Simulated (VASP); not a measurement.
# Ca in VASP: notebook, part 3 of 3

VASP 6.6.1. Earlier steps stand in the parts before.

## Step 5: Single point, PBE

The input, INCAR:

```
SYSTEM = Ca
PREC     = Accurate       ! precision mode
ENCUT    = 520            ! plane-wave cutoff, eV
EDIFF    = 1E-6           ! SCF threshold, eV
ISMEAR   = -1             ! smearing method
SIGMA    = 0.005          ! smearing width, eV
LREAL    = .False.        ! projectors in reciprocal space
LASPH    = .True.         ! aspherical terms in the spheres
NELM     = 60             ! most SCF steps
ALGO     = Fast           ! electronic algorithm
ISIF     = 2              ! what is computed and relaxed
LWAVE    = .False.        ! write WAVECAR
LCHARG   = .False.        ! write CHGCAR
GGA      = PE             ! functional
NBANDS   = 11             ! bands
```

The input, KPOINTS:

```
Automatic mesh
0
Gamma
  7 7 7
  0 0 0
```

The input, POSCAR:

```
Ca
1.0
    0.0000000000      2.7942000000      2.7942000000
    2.7942000000      0.0000000000      2.7942000000
    2.7942000000      2.7942000000      0.0000000000
Ca
1
Direct
    0.0000000000      0.0000000000      0.0000000000
```

Potentials or basis: VASP PAW PBE potentials, release 64 (Ca_sv).

On the command line:

```
$ cat potpaw_PBE.64/Ca_sv/POTCAR > POTCAR
$ mpirun -np 1 vasp_std > vasp.out
```

OUTCAR:

```text
SYSTEM = Ca
   PREC = Accurate
   ENCUT = 520
   EDIFF = 1E-6
   ISMEAR = -1
   LREAL = .False.
   LASPH = .True.
   NELM = 60
   ISIF = 2
   GGA = PE

 ion  position               nearest neighbor table
   1  0.000  0.000  0.000-

  LATTYP: Found a face centered cubic cell.
 ALAT       =     5.5884000000

  Lattice vectors:

 A1 = (   0.0000000000,   2.7942000000,   2.7942000000)
 A2 = (   2.7942000000,   0.0000000000,   2.7942000000)
 A3 = (   2.7942000000,   2.7942000000,   0.0000000000)

Analysis of symmetry for initial positions (statically):
=====================================================================
 Subroutine PRICEL returns:
 Original cell was already a primitive cell.

 Routine SETGRP: Setting up the symmetry group for a
 face centered cubic supercell.

 Subroutine GETGRP returns: Found 48 space group operations
 (whereof 48 operations were pure point group operations)
 out of a pool of 48 trial point group operations.

The static configuration has the point symmetry O_h .

Analysis of symmetry for dynamics (positions and initial velocities):
[... 161 lines left out ...]

 k-point     1 :       0.0000    0.0000    0.0000
  band No.  band energies     occupation
      1     -40.2911      2.00000
      2     -21.2102      2.00000
      3     -21.2102      2.00000
      4     -21.2102      2.00000
      5      -2.1386      2.00000
      6       4.1076      0.00000
      7       4.1076      0.00000
      8       4.1076      0.00000
      9       5.1326      0.00000
     10       5.1326      0.00000
     11      10.8041      0.00000
[... 253 lines left out ...]
 k-point    20 :      -0.2857    0.4286    0.1429
  band No.  band energies     occupation
      1     -40.2760      2.00000
      2     -21.2948      2.00000
      3     -21.2873      2.00000
      4     -21.2499      2.00000
      5       1.9313      0.00000
      6       2.3829      0.00000
      7       2.5553      0.00000
      8       4.5194      0.00000
      9       5.7764      0.00000
     10       6.3016      0.00000
     11       6.9419      0.00000

------------------------ aborting loop because EDIFF is reached ----------------------------------------

  FORCE on cell =-STRESS in cart. coord.  units (eV):
  Direction    XX          YY          ZZ          XY          YZ          ZX
  --------------------------------------------------------------------------------------
  -------------------------------------------------------------------------------------
  Total       -0.1280334     -0.1280334     -0.1280334      0.0000000      0.0000000      0.0000000
  in kB       -4.7014438     -4.7014438     -4.7014438      0.0000000      0.0000000      0.0000000
  external PRESSURE =      -4.7014438 kB  Pullay stress =       0.0000000 kB

 VOLUME and BASIS-vectors are now :
 -----------------------------------------------------------------------------
  energy-cutoff  :      520.00
  volume of cell :       43.63
      direct lattice vectors                 reciprocal lattice vectors
     0.000000000  2.794200000  2.794200000    -0.178942094  0.178942094  0.178942094
     2.794200000  0.000000000  2.794200000     0.178942094 -0.178942094  0.178942094
     2.794200000  2.794200000  0.000000000     0.178942094  0.178942094 -0.178942094

 POSITION                                       TOTAL-FORCE (eV/Angst)
 -----------------------------------------------------------------------------------
      0.00000      0.00000      0.00000        -0.000000     -0.000000     -0.000000
 -----------------------------------------------------------------------------------
    total drift:                               -0.000000     -0.000000      0.000000

  FREE ENERGIE OF THE ION-ELECTRON SYSTEM (eV)
  ---------------------------------------------------
  free  energy   TOTEN  =        -1.9349234143 eV

  energy  without entropy=       -1.9349234132  energy(sigma->0) =       -1.93492341
```

OSZICAR:

```text
N       E                     dE             d eps       ncg     rms          rms(c)
DAV:   1     0.677096657395E+02    0.67710E+02   -0.49498E+03   440   0.816E+02
DAV:   2    -0.374658763460E+00   -0.68084E+02   -0.67587E+02   482   0.212E+02
DAV:   3    -0.190442572673E+01   -0.15298E+01   -0.14937E+01   669   0.301E+01
DAV:   4    -0.194129352277E+01   -0.36868E-01   -0.36827E-01   548   0.419E+00
DAV:   5    -0.194237941774E+01   -0.10859E-02   -0.10856E-02   620   0.538E-01    0.222E+00
RMM:   6    -0.193680078397E+01    0.55786E-02   -0.79206E-03   460   0.102E+00    0.138E+00
RMM:   7    -0.193505088706E+01    0.17499E-02   -0.19803E-02   499   0.180E+00    0.113E-01
RMM:   8    -0.193479214480E+01    0.25874E-03   -0.46705E-03   519   0.798E-01    0.289E-02
RMM:   9    -0.193488718989E+01   -0.95045E-04   -0.12226E-03   606   0.380E-01    0.272E-02
RMM:  10    -0.193491631418E+01   -0.29124E-04   -0.20596E-04   649   0.140E-01    0.133E-02
RMM:  11    -0.193492223692E+01   -0.59227E-05   -0.65346E-05   651   0.589E-02    0.150E-02
RMM:  12    -0.193492506887E+01   -0.28319E-05   -0.99011E-06   596   0.340E-02    0.114E-02
RMM:  13    -0.193492311301E+01    0.19559E-05   -0.52675E-06   486   0.153E-02    0.137E-03
RMM:  14    -0.193492341425E+01   -0.30124E-06   -0.12342E-06   377   0.683E-03
   1 F= -.19349234E+01 E0= -.19349234E+01  d E =-.105561E-08
```

Run time: 19 s. Hardware: 1 thread of Intel Xeon 8259CL, shared host; peak memory 0.16 GiB.

Results:

```
Free energy            : -1.9349 eV
Pressure               : -0.5 GPa
Band gap on the k mesh : zero (bands 5 and 6 overlap by 0.17 eV)
```

## Step 6: Single point, PBE

This run uses another cell than the first one, of the same volume but with other edges.

The input, INCAR:

```
ALGO = Normal
EDIFF = 1E-6
ENCUT = 520
GGA = PE
ISIF = 2
ISMEAR = 0
LASPH = T
LCHARG = F
LREAL = F
LWAVE = F
NBANDS = 11
NELM = 100
PREC = Accurate
SIGMA = 0.1
```

The input, KPOINTS:

```
k-points
0
Gamma
  6 6 6
```

The input, POSCAR:

```
Ca
1.0
    0.0226090000      2.8095600000      2.7447680000
    2.7524950000      0.0396230000      2.7277540000
    2.8498400000      2.8898890000     -0.0577210000
Ca
1
Direct
   -0.0007270000      0.0032390000     -0.0010580000
```

Potentials or basis: VASP PAW PBE potentials, release 64 (Ca_sv).

On the command line:

```
$ cat potpaw_PBE.64/Ca_sv/POTCAR > POTCAR
$ mpirun -np 1 vasp_std > vasp.out
```

It took 67 s on 1 thread of Intel Xeon 8259CL, shared host; peak memory 0.2 GiB.

It converged, with:

```yaml
Free_energy: -1.9053 eV
Pressure: -0.6 GPa
Band_gap_on_the_k_mesh: zero (bands 5 and 6 overlap by 0.42 eV)
```

Stress tensor (GPa, compression positive):
```
-0.52 -0.25  0.22
-0.25 -0.48  0.08
 0.22  0.08 -0.68
```

Levels at points of the mesh, in eV from the Fermi level:
| k point | band 1 | band 2 | band 3 | band 4 | band 5 | band 6 | band 7 | band 8 | band 9 | band 10 |
| --- | --- | --- | --- | --- | --- | --- | --- | --- | --- | --- |
| (0.00, 0.00, 0.00) | -42.13 | -23.05 | -23.05 | -23.04 | -4.00 | 2.07 | 2.30 | 2.39 | 3.24 | 3.35 |
| (0.50, 0.00, 0.00) | -42.11 | -23.18 | -23.07 | -23.06 | -0.96 | -0.16 | 1.92 | 2.34 | 3.91 | 4.00 |
| (0.00, 0.50, 0.00) | -42.11 | -23.18 | -23.07 | -23.06 | -0.92 | -0.11 | 1.97 | 2.26 | 3.90 | 4.03 |
| (0.50, 0.50, 0.00) | -42.11 | -23.17 | -23.09 | -23.09 | -0.43 | 0.53 | 0.98 | 3.93 | 4.10 | 4.15 |
| (0.00, 0.00, 0.50) | -42.12 | -23.15 | -23.07 | -23.06 | -1.15 | -0.38 | 2.14 | 2.27 | 3.87 | 3.96 |
| (0.50, 0.00, 0.50) | -42.11 | -23.17 | -23.09 | -23.08 | -0.50 | 0.58 | 0.76 | 3.92 | 4.11 | 4.13 |
| (0.00, 0.50, 0.50) | -42.11 | -23.17 | -23.10 | -23.08 | -0.45 | 0.56 | 0.90 | 3.90 | 4.09 | 4.16 |
| (0.50, 0.50, 0.50) | -42.11 | -23.17 | -23.07 | -23.05 | -1.01 | -0.22 | 2.04 | 2.27 | 3.82 | 4.03 |

## Step 7: Summary

| cell | k mesh | smearing | gap on the mesh (eV) | pressure (GPa) |
| --- | --- | --- | --- | --- |
| a = 3.952 Å, angles 60.0°, 1 atom | 7 × 7 × 7 | fermi-dirac 0.05 eV | none | -0.5 |
| a = 3.952 Å, angles 60.0°, 1 atom | 7 × 7 × 7 | fermi-dirac 0.025 eV | none | -0.5 |
| a = 3.952 Å, angles 60.0°, 1 atom | 7 × 7 × 7 | fermi-dirac 0.01 eV | none | -0.5 |
| a = 3.952 Å, angles 60.0°, 1 atom | 7 × 7 × 7 | fermi-dirac 0.005 eV | none | -0.5 |
| a = 3.928, b = 3.875, c = 4.059 Å, angles 60.3, 59.8, 59.8°, 1 atom | 6 × 6 × 6 | gaussian 0.1 eV | none | -0.6 |

Alike in all rows: task single point; level PBE; potentials or basis VASP PAW PBE potentials, release 64 (Ca_sv); no spin polarisation; cutoff (eV) 520.

Absolute energies hang on the potentials; compare differences alone.
